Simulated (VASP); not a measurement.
MgO, 2 atoms in the cell. It takes space group Fm-3m (No. 225, cubic). Conventional cell: a = 4.265 Å, b = 4.265 Å, c = 4.265 Å, α = 90.00°, β = 90.00°, γ = 90.00°. Mg (site symmetry m-3m) has 6 O at 2.13 Å within 2.8 Å. O (site symmetry m-3m) has 6 Mg at 2.13 Å within 2.8 Å. 

* Program: VASP 6.6.1
* Task: single point
* Functional: PBEsol
* Potentials or basis: VASP PAW PBE potentials, release 64 (Mg, O)
* Cutoff: 520 eV
* k mesh: 6 × 6 × 6
* Occupations: gaussian, width 0.01 eV
* Spin: no spin polarisation
* Dipole correction: no
* Further INCAR settings: ALGO = Normal; EDIFF = 1e-06; NBANDS = 11

Potentials or basis: VASP PAW PBE potentials, release 64 (Mg, O).

Launch:

```bash
$ cat potpaw_PBE.64/Mg/POTCAR potpaw_PBE.64/O/POTCAR > POTCAR
$ mpirun -np 1 vasp_std > vasp.out
```

Hardware: 1 thread of Intel(R) Xeon(R) Platinum 8375C CPU @ 2.90GHz (Ice Lake) (shared host).

Question: Estimate the wall time of this run.

Answer: Wall time 3.5 s on 1 thread of Intel(R) Xeon(R) Platinum 8375C CPU @ 2.90GHz (Ice Lake) (shared host), peak memory 0.13 GiB. Counts: scf iterations 12, k points 16.
